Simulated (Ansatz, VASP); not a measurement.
# One calculation of BN, two programs

```
CELL_PARAMETERS angstrom
2.52278 0.00000 0.00000
-1.26139 2.18479 0.00000
0.00000 0.00000 4.17446
ATOMIC_POSITIONS crystal
B 0.66667 0.33333 0.99971
B 0.33333 0.66667 0.49971
N 0.66667 0.33333 0.62529
N 0.33333 0.66667 0.12529
```

Alike in both runs: functional LDA; k mesh 12 × 12 × 6; occupations gaussian, width 0.02 eV; no spin polarisation.

Ansatz relaxed the structure, and its values are those at the end. VASP's run is a single point on that final structure, the one shown.

```csv
,VASP,Ansatz
version,VASP 6.6.1,Ansatz 0.2.0
potentials or method,"VASP PAW LDA potentials, release 64 (B_h, N_h), cutoff 910 eV","scalar-relativistic, plane waves, PAW"
valence electrons in the cell,16,16
```

Ansatz gave:

```
gap on the k mesh at the Fermi level (eV) : 4.93
least direct gap on the mesh (eV)         : 8.29
rms of the force components (eV/Å)        : 0.001
```

Task: Which values does VASP return?

Result: gap on the k mesh at the Fermi level (eV): 4.91; least direct gap on the mesh (eV): 8.28; rms of the force components (eV/Å): 0.003.

Ansatz warns that its potentials were made for another functional, while VASP's fit it. LDA's correlation is that of Perdew and Zunger in VASP and of Perdew and Wang (1992) in Ansatz.

Noted on VASP's run: the cutoff is short for stress, so the pressure is rough.
